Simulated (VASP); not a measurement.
Set up this calculation in VASP 6.6.1, as the native input.

```yaml
Task: relaxation of cell and atoms
Functional: PBE
Dispersion: D3(BJ)
Potentials_or_basis: VASP PAW PBE potentials, release 64 (Te, Mo_sv)
Cutoff: 500 eV
k_mesh: 10 × 10 × 2
Occupations: gaussian, width 0.05 eV
Spin: no spin polarisation
Dipole_correction: no
Further_INCAR_settings: ALGO = Normal; EDIFF = 1e-07; IBRION = 2; EDIFFG = -0.01; NSW = 50; ISIF = 3
```

The structure of Te2Mo lies in POSCAR:

```
Te2Mo
1.0
    3.4964340951      0.0000000000      0.0000000000
   -1.7482170476      3.0280007490      0.0000000000
    0.0000000000      0.0000000000     13.7011346687
Te Mo
4 2
Direct
    0.3333333333      0.6666666667      0.6173445263
    0.6666666667      0.3333333333      0.1173445263
    0.3333333333      0.6666666667      0.8826554737
    0.6666666667      0.3333333333      0.3826554737
    0.3333333333      0.6666666667      0.2500000000
    0.6666666667      0.3333333333      0.7500000000
```

One way to write it, as run:

INCAR

```
ALGO     = Normal         # electronic algorithm
EDIFF    = 1E-7           # SCF threshold, eV
EDIFFG   = -0.01          # ionic threshold
ENCUT    = 500            # plane-wave cutoff, eV
GGA      = PE             # functional
GGA_COMPAT= False        
IBRION   = 2              # ionic algorithm
ISIF     = 3              # what is computed and relaxed
ISMEAR   = 0              # smearing method
IVDW     = 12             # dispersion correction
LASPH    = True           # aspherical terms in the spheres
LCHARG   = False          # write CHGCAR
LREAL    = False          # projectors in reciprocal space
LWAVE    = False          # write WAVECAR
NELM     = 120            # most SCF steps
NELMIN   = 4            
NSW      = 50             # ionic steps
PREC     = Accurate       # precision mode
SIGMA    = 0.05           # smearing width, eV
```

KPOINTS

```
k-points
0
Gamma
  10 10 2
```

Potentials or basis: VASP PAW PBE potentials, release 64 (Te, Mo_sv).

Command:

```bash
$ cat potpaw_PBE.64/Te/POTCAR potpaw_PBE.64/Mo_sv/POTCAR > POTCAR
$ mpirun -np 1 vasp_std > vasp.out
```

It gave:

```
Energy gained by relaxing  : 0.0 meV/atom
Ionic steps                : 2
Pressure after relaxing    : 0.0 GPa
Band gap on the k mesh     : 0.59 eV (least direct gap 1.16 eV)
Dispersion energy per atom : -0.554 eV
```

Caveat: spin-orbit coupling is left out, which moves the levels of the heavy elements.

It took 6.1 min on 1 thread of Intel Xeon 8259CL (shared host), peak memory 0.34 GiB.
